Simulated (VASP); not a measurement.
The system is Ir.

```
CELL_PARAMETERS angstrom
-1.51784 1.51784 1.51784
1.51784 -1.51784 1.51784
1.51784 1.51784 -1.51784
ATOMIC_POSITIONS crystal
Ir 0.00000 0.00000 0.00000
```

This cell differs from its parent crystal: volume scaled by 0.96.

Base run:

| Property | Result |
| --- | --- |
| Program | VASP 6.6.1 |
| Functional | PBEsol |
| Potentials or basis | VASP PAW PBE potentials, release 64 (Ir_sv_GW) |
| Cutoff | 500 eV |
| k mesh | 16 × 16 × 16 |
| Occupations | fermi-dirac, width 0.1 eV |
| Spin | no spin polarisation |

Its results: pressure 12.2 GPa.

Q: The run is repeated on the same cell with these changes: potentials or basis from VASP PAW PBE potentials, release 64 (Ir_sv_GW) to VASP PAW PBE potentials, release 64 (Ir); cutoff from 500 eV to 520 eV; further incar settings from ALGO = Normal; EDIFF = 1e-06; NBANDS = 14 to ALGO = Normal; EDIFF = 1e-07; NBANDS = 10; valence electrons from 17 to 9. What comes out?

A: Pressure 16.7 GPa.

Caveats: the PAW data sets were made with another functional, which shifts forces and pressure a little.
